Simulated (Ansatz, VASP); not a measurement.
**One calculation of C, two programs**

The input INCAR:

```
SYSTEM = C
PREC = Accurate
ENCUT = 520
EDIFF = 1E-6
ISMEAR = -1
SIGMA = 0.02
LREAL = .FALSE.
LASPH = .TRUE.
NELM = 60
ALGO = Normal
ISIF = 2
LWAVE = .FALSE.
LCHARG = .TRUE.
GGA = PE
LELF = .TRUE.
LVHAR = .TRUE.
NBANDS = 11
```

Contents of KPOINTS:

```
regular mesh
0
G
  10 10 10
  0 0 0
```

The input POSCAR:

```
C
1.0
    0.0000000000      1.7833700000      1.7833700000
    1.7833700000      0.0000000000      1.7833700000
    1.7833700000      1.7833700000      0.0000000000
C
2
Direct
    0.0000000000      0.0000000000      0.0000000000
    0.2500000000      0.2500000000      0.2500000000
```

Input for Ansatz:

```yaml
crystal:
  lattice:
    - [0.0, 1.78337, 1.78337]
    - [1.78337, 0.0, 1.78337]
    - [1.78337, 1.78337, 0.0]
  atoms:
    - { symbol: C, position: [0.0, 0.0, 0.0] }
    - { symbol: C, position: [0.25, 0.25, 0.25] }
basis:
  ecutwfc: 520.0
kpoints:
  mp_grid:
    grid: [10, 10, 10]
hamiltonian:
  xc: pbe
scf:
  occupations:
    method: fermi_dirac
    width: 0.02
output:
  stress: true
```

Alike in both runs: task single point; functional PBE; k mesh 10 × 10 × 10; occupations fermi-dirac, width 0.02 eV; no spin polarisation.

```csv
,VASP,Ansatz
version,VASP 6.6.1,Ansatz 0.2.0
potentials or method,"VASP PAW PBE potentials, release 64 (C), cutoff 520 eV","plane waves, PAW"
valence electrons in the cell,8,8
```

VASP gave:

- pressure (GPa): 2.5

**Question.** What did Ansatz give for the same quantities?

**Answer.** Pressure (GPa): 1.8.
